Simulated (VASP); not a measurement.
# Sr (P6_3/mmc) in VASP: notebook, part 2 of 2

VASP 6.6.1. The steps go on from the part before.

## 3. Single point, PBEsol

File INCAR:

```
ALGO     = Fast           # electronic algorithm
EDIFF    = 1E-6           # SCF threshold, eV
ENCUT    = 520            # plane-wave cutoff, eV
GGA      = PS             # functional
ISIF     = 2              # what is computed and relaxed
ISMEAR   = 0              # smearing method
LASPH    = True           # aspherical terms in the spheres
LCHARG   = True           # write CHGCAR
LELF     = True           # ELF
LREAL    = False          # projectors in reciprocal space
LVHAR    = True         
LWAVE    = False          # write WAVECAR
NBANDS   = 17             # bands
NELM     = 100            # most SCF steps
PREC     = Accurate       # precision mode
SIGMA    = 0.15           # smearing width, eV
```

File KPOINTS:

```
k-points
0
Gamma
  12 12 8
```

File POSCAR:

```
Sr
1.0
    4.3100002207      0.0000000000      0.0000000000
   -2.1550001104      3.7325696814      0.0000000000
    0.0000000000      0.0000000000      7.0500000000
Sr
2
Direct
    0.3333333333      0.6666666667      0.2500000000
    0.6666666667      0.3333333333      0.7500000000
```

Potentials or basis: VASP PAW PBE potentials, release 64 (Sr_sv).

Started as:

```bash
cat potpaw_PBE.64/Sr_sv/POTCAR > POTCAR
mpirun -np 1 vasp_std > vasp.out
```

OUTCAR:

```text
EDIFF = 1E-6
   ENCUT = 520
   GGA = PS
   ISIF = 2
   ISMEAR = 0
   LASPH = True
   LREAL = False
   NELM = 100
   PREC = Accurate

 ion  position               nearest neighbor table
   1  0.333  0.667  0.250-   2 4.31   2 4.31   2 4.31   2 4.31   2 4.31   2 4.31
   2  0.667  0.333  0.750-   1 4.31   1 4.31   1 4.31   1 4.31   1 4.31   1 4.31

  LATTYP: Found a hexagonal cell.
 ALAT       =     4.3100002207
 C/A-ratio  =     1.6357307747

  Lattice vectors:

 A1 = (   4.3100002207,   0.0000000000,   0.0000000000)
 A2 = (  -2.1550001104,   3.7325696814,   0.0000000000)
 A3 = (   0.0000000000,   0.0000000000,   7.0500000000)

Analysis of symmetry for initial positions (statically):
=====================================================================
 Subroutine PRICEL returns:
 Original cell was already a primitive cell.

 Routine SETGRP: Setting up the symmetry group for a
 hexagonal supercell.

 Subroutine GETGRP returns: Found 24 space group operations
 (whereof 12 operations were pure point group operations)
 out of a pool of 24 trial point group operations.

The static configuration has the point symmetry D_3d.
 The point group associated with its full space group is D_6h.

Analysis of symmetry for dynamics (positions and initial velocities):
=====================================================================
 Subroutine PRICEL returns:
 Original cell was already a primitive cell.

 Routine SETGRP: Setting up the symmetry group for a
 hexagonal supercell.

 Subroutine GETGRP returns: Found 24 space group operations
 (whereof 12 operations were pure point group operations)
 out of a pool of 24 trial point group operations.

The dynamic configuration has the point symmetry D_3d.
 The point group associated with its full space group is D_6h.

 Subroutine INISYM returns: Found 24 space group operations
 (whereof 12 operations are pure point group operations),
 and found     1 'primitive' translations

[... 111 lines left out ...]
   IALGO  =     68    algorithm
   IMIX   =      4    mixing-type and parameters
     AMIX     =   0.40;   BMIX     =  1.00
     AMIX_MAG =   1.60;   BMIX_MAG =  1.00
  volume/ion in A,a.u.               =      56.71       382.68
  Fermi-wavevector in a.u.,A,eV,Ry     =   0.918037  1.734838 11.466873  0.842791
  Thomas-Fermi vector in A             =   2.043073
   LORBIT       =      0    0 simple, 1 ext, 2 COOP (PROOUT), +10 PAW based schemes
   GGA     = PS    functional components
   LHFCALC =     F    Hartree Fock is set to
   AEXX    =    0.0000 exact exchange contribution
   IVDW    =     0    specifies the selected vdW correction
   LEPSILON=     F    determine dielectric tensor
   LRPA    =     F    only Hartree local field effects (RPA)
 non-spin polarized calculation
 RMM-DIIS sequential band-by-band and
 Gauss-broadening in eV      SIGMA  =   0.15
  energy-cutoff  :      520.00
  volume of cell :      113.42
 maximum number of plane-waves:      3090
   NGX = 17   NGY = 17   NGZ = 27

 number of electron      20.0000000 magnetization

 Free energy of the ion-electron system (eV)
  ---------------------------------------------------
  ext. energy  EPLUGINS =         0.00000000
  ---------------------------------------------------
  free energy    TOTEN  =        -3.66029070 eV

  energy without entropy =       -3.63280357  energy(sigma->0) =       -3.64654713

 E-fermi :   1.4120     XC(G=0):  -7.3374

 val. band max:        1.4093209239   @ k =   0.0833   0.0833   0.0000
 cond. band min:       1.4194683438   @ k =   0.0833   0.0000   0.0000
 fundamental gap:      0.0101474200
 Fermi energy:         1.4120324149

 k-point     1 :       0.0000    0.0000    0.0000
  band No.  band energies     occupation
      1     -35.2013      2.00000
      2     -35.1892      2.00000
      3     -17.2821      2.00000
      4     -17.1328      2.00000
      5     -17.1328      2.00000
      6     -17.1084      2.00000
[... 457 lines left out ...]
      4     -17.2192      2.00000
      5     -17.2099      2.00000
      6     -17.1622      2.00000
[... 9 lines left out ...]
     16       4.8419      0.00000
     17       4.9544      0.00000

 [... further k-points ...]

------------------------ aborting loop because EDIFF is reached ----------------------------------------

  FORCE on cell =-STRESS in cart. coord.  units (eV):
  Direction    XX          YY          ZZ          XY          YZ          ZX
  --------------------------------------------------------------------------------------
  -------------------------------------------------------------------------------------
  Total       -0.6089835     -0.6089835     -0.5790657      0.0000000      0.0000000      0.0000000
  in kB       -8.6028389     -8.6028389     -8.1802032      0.0000000      0.0000000      0.0000000
  external PRESSURE =      -8.4619603 kB  Pullay stress =       0.0000000 kB

 VOLUME and BASIS-vectors are now :
 -----------------------------------------------------------------------------
  energy-cutoff  :      520.00
  volume of cell :      113.42
      direct lattice vectors                 reciprocal lattice vectors
     4.310000221  0.000000000  0.000000000     0.232018550  0.133955972  0.000000000
    -2.155000110  3.732569681  0.000000000     0.000000000  0.267911944  0.000000000
     0.000000000  0.000000000  7.050000000     0.000000000  0.000000000  0.141843972

 POSITION                                       TOTAL-FORCE (eV/Angst)
 -----------------------------------------------------------------------------------
     -0.00000      2.48838      1.76250         0.000000      0.000000      0.000000
      2.15500      1.24419      5.28750        -0.000000      0.000000      0.000000
 -----------------------------------------------------------------------------------
    total drift:                               -0.000000      0.000000     -0.000000

  FREE ENERGIE OF THE ION-ELECTRON SYSTEM (eV)
  ---------------------------------------------------
  free  energy   TOTEN  =        -3.6602906973 eV

  energy  without entropy=       -3.6328035724  energy(sigma->0) =       -3.64654713
```

It took 97 s on 1 thread of Intel Xeon Platinum 8488C (Sapphire Rapids), shared host; peak memory 0.32 GiB.

What came out:

```yaml
Free_energy: -3.6603 eV
Pressure: -0.8 GPa
Band_gap_on_the_k_mesh: zero (band 10 reaches 1.59 eV, above the bottom of band 11 at 1.30 eV)
```

Levels at points of the mesh, in eV from the Fermi level:
| k point | band 7 | band 8 | band 9 | band 10 | band 11 | band 12 | band 13 | band 14 |
| --- | --- | --- | --- | --- | --- | --- | --- | --- |
| (0.00, 0.00, 0.00) | -18.52 | -18.52 | -3.63 | -1.15 | 0.01 | 2.24 | 2.25 | 2.25 |
| (0.50, 0.00, 0.00) | -18.56 | -18.55 | -1.14 | -0.56 | 0.08 | 0.24 | 1.26 | 1.82 |
| (0.00, 0.00, 0.50) | -18.53 | -18.53 | -2.71 | -2.71 | 1.24 | 1.24 | 2.24 | 2.24 |
| (0.50, 0.00, 0.50) | -18.57 | -18.57 | -0.81 | -0.81 | 0.21 | 0.21 | 1.30 | 1.30 |

Caveat: the PAW data sets were made with another functional, which shifts forces and pressure a little.

## 4. Single point, PBEsol

INCAR is that of step 3.

File KPOINTS:

```
k-points
0
Gamma
  15 15 8
```

POSCAR is that of step 3.

Potentials or basis: VASP PAW PBE potentials, release 64 (Sr_sv).

Started as:

```bash
cat potpaw_PBE.64/Sr_sv/POTCAR > POTCAR
mpirun -np 1 vasp_std > vasp.out
```

OUTCAR:

```text
EDIFF = 1E-6
   ENCUT = 520
   GGA = PS
   ISIF = 2
   ISMEAR = 0
   LASPH = True
   LREAL = False
   NELM = 100
   PREC = Accurate

 ion  position               nearest neighbor table
   1  0.333  0.667  0.250-   2 4.31   2 4.31   2 4.31   2 4.31   2 4.31   2 4.31
   2  0.667  0.333  0.750-   1 4.31   1 4.31   1 4.31   1 4.31   1 4.31   1 4.31

  LATTYP: Found a hexagonal cell.
 ALAT       =     4.3100002207
 C/A-ratio  =     1.6357307747

  Lattice vectors:

 A1 = (   4.3100002207,   0.0000000000,   0.0000000000)
 A2 = (  -2.1550001104,   3.7325696814,   0.0000000000)
 A3 = (   0.0000000000,   0.0000000000,   7.0500000000)

Analysis of symmetry for initial positions (statically):
=====================================================================
 Subroutine PRICEL returns:
 Original cell was already a primitive cell.

 Routine SETGRP: Setting up the symmetry group for a
 hexagonal supercell.

 Subroutine GETGRP returns: Found 24 space group operations
 (whereof 12 operations were pure point group operations)
 out of a pool of 24 trial point group operations.
[... 159 lines left out ...]
  ---------------------------------------------------
  ext. energy  EPLUGINS =         0.00000000
  ---------------------------------------------------
  free energy    TOTEN  =        -3.66055031 eV

  energy without entropy =       -3.63272110  energy(sigma->0) =       -3.64663570

 E-fermi :   1.4140     XC(G=0):  -7.3374

 val. band max:        1.4109842207   @ k =   0.1333   0.0000   0.0000
 cond. band min:       1.4141902213   @ k =   0.0667   0.0667   0.0000
 fundamental gap:      0.0032060007
 Fermi energy:         1.4139995546

 k-point     1 :       0.0000    0.0000    0.0000
  band No.  band energies     occupation
      1     -35.2014      2.00000
      2     -35.1893      2.00000
      3     -17.2819      2.00000
      4     -17.1330      2.00000
      5     -17.1330      2.00000
      6     -17.1086      2.00000
[... 457 lines left out ...]
      4     -17.2286      2.00000
      5     -17.1990      2.00000
      6     -17.1917      2.00000
[... 9 lines left out ...]
     16       4.9465      0.00000
     17       5.2762      0.00000

 [... further k-points ...]
[... 5 lines left out ...]
  --------------------------------------------------------------------------------------
  -------------------------------------------------------------------------------------
  Total       -0.6126276     -0.6126276     -0.5731948      0.0000000      0.0000000      0.0000000
  in kB       -8.6543176     -8.6543176     -8.0972679      0.0000000      0.0000000      0.0000000
  external PRESSURE =      -8.4686343 kB  Pullay stress =       0.0000000 kB

 VOLUME and BASIS-vectors are now :
 -----------------------------------------------------------------------------
  energy-cutoff  :      520.00
  volume of cell :      113.42
      direct lattice vectors                 reciprocal lattice vectors
     4.310000221  0.000000000  0.000000000     0.232018550  0.133955972  0.000000000
    -2.155000110  3.732569681  0.000000000     0.000000000  0.267911944  0.000000000
     0.000000000  0.000000000  7.050000000     0.000000000  0.000000000  0.141843972

 POSITION                                       TOTAL-FORCE (eV/Angst)
 -----------------------------------------------------------------------------------
     -0.00000      2.48838      1.76250        -0.000000      0.000000      0.000000
      2.15500      1.24419      5.28750         0.000000     -0.000000      0.000000
 -----------------------------------------------------------------------------------
    total drift:                               -0.000000      0.000000     -0.000000

  FREE ENERGIE OF THE ION-ELECTRON SYSTEM (eV)
  ---------------------------------------------------
  free  energy   TOTEN  =        -3.6605503072 eV

  energy  without entropy=       -3.6327210963  energy(sigma->0) =       -3.64663570
```

Wall time 4.8 min (1 thread of Oxide Virtual Turin-like, shared host); peak memory 0.34 GiB.

Results:

| Quantity | Value |
| --- | --- |
| Free energy | -3.6606 eV |
| Pressure | -0.8 GPa |
| Band gap on the k mesh | zero (band 10 reaches 1.54 eV, above the bottom of band 11 at 1.30 eV) |

Levels at points of the mesh, in eV from the Fermi level:
| k point | band 6 | band 7 | band 8 | band 9 | band 10 | band 11 | band 12 | band 13 | band 14 | band 15 |
| --- | --- | --- | --- | --- | --- | --- | --- | --- | --- | --- |
| (0.00, 0.00, 0.00) | -18.52 | -18.52 | -18.52 | -3.63 | -1.15 | 0.01 | 2.24 | 2.24 | 2.24 | 2.64 |
| (0.00, 0.00, 0.50) | -18.53 | -18.53 | -18.53 | -2.72 | -2.72 | 1.24 | 1.24 | 2.24 | 2.24 | 2.24 |

Caveat: the PAW data sets were made with another functional, which shifts forces and pressure a little.

## 5. Single point, PBEsol

File INCAR:

```
SYSTEM = Sr
PREC = Accurate
ENCUT = 520
EDIFF = 1E-6
ISMEAR = 0
SIGMA = 0.15
LREAL = .FALSE.
LASPH = .TRUE.
NELM = 100
ALGO = Fast
ISIF = 2
LWAVE = .FALSE.
LCHARG = .FALSE.
GGA = PS
NBANDS = 17
```

File KPOINTS:

```
Automatic mesh
0
G
  15 15 8
  0 0 0
```

POSCAR is that of step 4.

Potentials or basis: VASP PAW PBE potentials, release 64 (Sr_sv).

Started as:

```bash
cat potpaw_PBE.64/Sr_sv/POTCAR > POTCAR
mpirun -np 1 vasp_std > vasp.out
```

OUTCAR:

```text
SYSTEM = Sr
   PREC = Accurate
   ENCUT = 520
   EDIFF = 1E-6
   ISMEAR = 0
   LREAL = .FALSE.
   LASPH = .TRUE.
   NELM = 100
   ISIF = 2
   GGA = PS

 ion  position               nearest neighbor table
   1  0.333  0.667  0.250-   2 4.31   2 4.31   2 4.31   2 4.31   2 4.31   2 4.31
   2  0.667  0.333  0.750-   1 4.31   1 4.31   1 4.31   1 4.31   1 4.31   1 4.31

  LATTYP: Found a hexagonal cell.
 ALAT       =     4.3100002207
 C/A-ratio  =     1.6357307747

  Lattice vectors:

 A1 = (   4.3100002207,   0.0000000000,   0.0000000000)
 A2 = (  -2.1550001104,   3.7325696814,   0.0000000000)
 A3 = (   0.0000000000,   0.0000000000,   7.0500000000)

Analysis of symmetry for initial positions (statically):
=====================================================================
 Subroutine PRICEL returns:
 Original cell was already a primitive cell.

 Routine SETGRP: Setting up the symmetry group for a
 hexagonal supercell.

 Subroutine GETGRP returns: Found 24 space group operations
 (whereof 12 operations were pure point group operations)
 out of a pool of 24 trial point group operations.

The static configuration has the point symmetry D_3d.
 The point group associated with its full space group is D_6h.

Analysis of symmetry for dynamics (positions and initial velocities):
=====================================================================
 Subroutine PRICEL returns:
 Original cell was already a primitive cell.

 Routine SETGRP: Setting up the symmetry group for a
 hexagonal supercell.

 Subroutine GETGRP returns: Found 24 space group operations
 (whereof 12 operations were pure point group operations)
 out of a pool of 24 trial point group operations.

The dynamic configuration has the point symmetry D_3d.
 The point group associated with its full space group is D_6h.

 Subroutine INISYM returns: Found 24 space group operations
 (whereof 12 operations are pure point group operations),
 and found     1 'primitive' translations

[... 110 lines left out ...]
   EFERMI_NEDOS =   21; number of points for ismear=-14 and -15
   IALGO  =     68    algorithm
   IMIX   =      4    mixing-type and parameters
     AMIX     =   0.40;   BMIX     =  1.00
     AMIX_MAG =   1.60;   BMIX_MAG =  1.00
  volume/ion in A,a.u.               =      56.71       382.68
  Fermi-wavevector in a.u.,A,eV,Ry     =   0.918037  1.734838 11.466873  0.842791
  Thomas-Fermi vector in A             =   2.043073
   LORBIT       =      0    0 simple, 1 ext, 2 COOP (PROOUT), +10 PAW based schemes
   GGA     = PS    functional components
   LHFCALC =     F    Hartree Fock is set to
   AEXX    =    0.0000 exact exchange contribution
   IVDW    =     0    specifies the selected vdW correction
   LEPSILON=     F    determine dielectric tensor
   LRPA    =     F    only Hartree local field effects (RPA)
 non-spin polarized calculation
 RMM-DIIS sequential band-by-band and
 Gauss-broadening in eV      SIGMA  =   0.15
  energy-cutoff  :      520.00
  volume of cell :      113.42
 maximum number of plane-waves:      3090
   NGX = 17   NGY = 17   NGZ = 27

 number of electron      20.0000000 magnetization

 Free energy of the ion-electron system (eV)
  ---------------------------------------------------
  ext. energy  EPLUGINS =         0.00000000
  ---------------------------------------------------
  free energy    TOTEN  =        -3.66055031 eV

  energy without entropy =       -3.63272110  energy(sigma->0) =       -3.64663570

 E-fermi :   1.4140     XC(G=0):  -7.3374

 val. band max:        1.4109842207   @ k =   0.1333   0.0000   0.0000
 cond. band min:       1.4141902213   @ k =   0.0667   0.0667   0.0000
 fundamental gap:      0.0032060007
 Fermi energy:         1.4139995546

 k-point     1 :       0.0000    0.0000    0.0000
  band No.  band energies     occupation
      1     -35.2014      2.00000
      2     -35.1893      2.00000
      3     -17.2819      2.00000
      4     -17.1330      2.00000
      5     -17.1330      2.00000
      6     -17.1086      2.00000
[... 457 lines left out ...]
      4     -17.2286      2.00000
      5     -17.1990      2.00000
      6     -17.1917      2.00000
[... 9 lines left out ...]
     16       4.9465      0.00000
     17       5.2762      0.00000

 [... further k-points ...]
[... 5 lines left out ...]
  --------------------------------------------------------------------------------------
  -------------------------------------------------------------------------------------
  Total       -0.6126276     -0.6126276     -0.5731948      0.0000000      0.0000000      0.0000000
  in kB       -8.6543176     -8.6543176     -8.0972679      0.0000000      0.0000000      0.0000000
  external PRESSURE =      -8.4686343 kB  Pullay stress =       0.0000000 kB

 VOLUME and BASIS-vectors are now :
 -----------------------------------------------------------------------------
  energy-cutoff  :      520.00
  volume of cell :      113.42
      direct lattice vectors                 reciprocal lattice vectors
     4.310000221  0.000000000  0.000000000     0.232018550  0.133955972  0.000000000
    -2.155000110  3.732569681  0.000000000     0.000000000  0.267911944  0.000000000
     0.000000000  0.000000000  7.050000000     0.000000000  0.000000000  0.141843972

 POSITION                                       TOTAL-FORCE (eV/Angst)
 -----------------------------------------------------------------------------------
     -0.00000      2.48838      1.76250        -0.000000      0.000000      0.000000
      2.15500      1.24419      5.28750         0.000000     -0.000000      0.000000
 -----------------------------------------------------------------------------------
    total drift:                               -0.000000      0.000000     -0.000000

  FREE ENERGIE OF THE ION-ELECTRON SYSTEM (eV)
  ---------------------------------------------------
  free  energy   TOTEN  =        -3.6605503072 eV

  energy  without entropy=       -3.6327210963  energy(sigma->0) =       -3.64663570
```

OSZICAR:

```text
N       E                     dE             d eps       ncg     rms          rms(c)
DAV:   1     0.108645478158E+03    0.10865E+03   -0.93365E+03  4590   0.984E+02
DAV:   2     0.495547353329E+01   -0.10369E+03   -0.10215E+03  5949   0.229E+02
DAV:   3    -0.347432273591E+01   -0.84298E+01   -0.84069E+01  8420   0.465E+01
DAV:   4    -0.365939263190E+01   -0.18507E+00   -0.18490E+00  6224   0.649E+00
DAV:   5    -0.366426827012E+01   -0.48756E-02   -0.48745E-02  7583   0.774E-01    0.163E+01
RMM:   6    -0.366162001065E+01    0.26483E-02   -0.11870E-02  4938   0.117E+00    0.921E+00
RMM:   7    -0.366003241899E+01    0.15876E-02   -0.24072E-02  5155   0.169E+00    0.383E-01
RMM:   8    -0.366034227494E+01   -0.30986E-03   -0.63465E-03  6089   0.471E-01    0.907E-02
RMM:   9    -0.366048996781E+01   -0.14769E-03   -0.12086E-03  7501   0.138E-01    0.895E-02
RMM:  10    -0.366053524082E+01   -0.45273E-04   -0.34855E-04  7180   0.790E-02    0.136E-01
RMM:  11    -0.366054581292E+01   -0.10572E-04   -0.11835E-04  7381   0.426E-02    0.193E-02
RMM:  12    -0.366054832484E+01   -0.25119E-05   -0.28655E-05  6284   0.169E-02    0.396E-03
RMM:  13    -0.366055013503E+01   -0.18102E-05   -0.12247E-05  5839   0.113E-02    0.157E-03
RMM:  14    -0.366055030718E+01   -0.17215E-06   -0.48408E-06  5213   0.646E-03
   1 F= -.36605503E+01 E0= -.36466357E+01  d E =-.278292E-01
```

It took 4.9 min on 1 thread of Oxide Virtual Turin-like, shared host; peak memory 0.34 GiB.

What came out:

```yaml
Free_energy: -3.6606 eV
Pressure: -0.8 GPa
Band_gap_on_the_k_mesh: zero (band 10 reaches 1.54 eV, above the bottom of band 11 at 1.30 eV)
```

Caveat: the PAW data sets were made with another functional, which shifts forces and pressure a little.
